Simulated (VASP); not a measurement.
Runs of VASP 6.6.1 on Ge. The structure is that of space group P6_3/mmc (No. 194), or close to it. The cells are those of the table. 

| cell | gap on the mesh (eV) | pressure (GPa) | largest force (eV/Å) |
| --- | --- | --- | --- |
| a = 3.996, b = 3.996, c = 6.702 Å, angles 90.0, 90.0, 120.0°, 4 atoms | 0.04 | -1.0 | 0.12 |
| a = 3.996, b = 3.996, c = 6.504 Å, angles 90.0, 90.0, 120.0°, 4 atoms | none | 1.2 | 0.15 |
| a = 3.936, b = 3.936, c = 6.603 Å, angles 90.0, 90.0, 120.0°, 4 atoms | 0.31 | 2.4 | 0.16 |
| a = 3.876, b = 3.876, c = 6.603 Å, angles 90.0, 90.0, 120.0°, 4 atoms | 0.36 | 5.2 | 0.35 |
| a = 3.936, b = 3.936, c = 6.702 Å, angles 90.0, 90.0, 120.0°, 4 atoms | 0.21 | 1.3 | 0.27 |
| a = 4.056, b = 4.056, c = 6.504 Å, angles 90.0, 90.0, 120.0°, 4 atoms | none | -0.8 | 0.29 |
| a = 4.056, b = 4.056, c = 6.405 Å, angles 90.0, 90.0, 120.0°, 4 atoms | none | 0.4 | 0.47 |
| a = 3.936, b = 3.936, c = 6.801 Å, angles 90.0, 90.0, 120.0°, 4 atoms | none | 0.4 | 0.35 |
| a = 3.876, b = 3.876, c = 6.504 Å, angles 90.0, 90.0, 120.0°, 4 atoms | 0.39 | (c) | 0.22 |
| a = 3.936, b = 3.936, c = 6.504 Å, angles 90.0, 90.0, 120.0°, 4 atoms | 0.20 | 3.7 | 0.02 |
| a = 3.876, b = 3.876, c = 6.405 Å, angles 90.0, 90.0, 120.0°, 4 atoms | 0.32 | (b) | 0.05 |
| a = 3.936, b = 3.936, c = 6.405 Å, angles 90.0, 90.0, 120.0°, 4 atoms | 0.07 | (a) | 0.15 |

Alike in all rows: task single point; level r2SCAN; potentials or basis VASP PAW PBE potentials, release 64 (Ge_d); no spin polarisation; k mesh 12 × 12 × 6; cutoff (eV) 520; smearing gaussian 0.03 eV.

Task: Estimate the missing entries.

Result: (a) 5.1; (b) 8.2; (c) 6.6.

Caveats: the PAW data sets were made with another functional, which shifts forces and pressure a little.

A k mesh can miss the band edges, and the runs leave out spin-orbit coupling on Ge.

A gap of «none» marks levels without a gap at the run's occupations.
